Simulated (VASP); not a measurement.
A run of VASP 6.6.1:

INCAR

```
PREC     = Accurate       # precision mode
ENCUT    = 600            # plane-wave cutoff, eV
EDIFF    = 1E-6           # SCF threshold, eV
ISMEAR   = -1             # smearing method
SIGMA    = 0.05           # smearing width, eV
LREAL    = False          # projectors in reciprocal space
LASPH    = True           # aspherical terms in the spheres
NELM     = 80             # most SCF steps
ALGO     = Normal         # electronic algorithm
ISIF     = 3              # what is computed and relaxed
LWAVE    = False          # write WAVECAR
LCHARG   = False          # write CHGCAR
GGA      = CA             # functional
IBRION   = 2              # ionic algorithm
NSW      = 80             # ionic steps
EDIFFG   = -0.02          # ionic threshold
```

File KPOINTS:

```
regular mesh
0
Gamma
  14 14 14
```

POSCAR

```
Se
1.0
    2.8105630200      0.0000000000      0.0000000000
    0.0000000000      2.8105630200      0.0000000000
    0.0000000000      0.0000000000      2.8105630200
Se
1
Direct
    0.0000000000      0.0000000000      0.0000000000
```

Potentials or basis: VASP PAW LDA potentials, release 64 (Se).

The run is started by

```console
$ cat potpaw_LDA.64/Se/POTCAR > POTCAR
$ mpirun -np 1 vasp_std > vasp.out
```

Hardware: 1 thread of Intel(R) Xeon(R) 6975P-C (Granite Rapids) (shared host).

Task: Estimate the wall time of this run.

Result: Run time: 8.2 s on 1 thread of Intel(R) Xeon(R) 6975P-C (Granite Rapids) (shared host), peak memory 0.14 GiB. Counts: scf iterations 21, k points 120, ion steps 3.
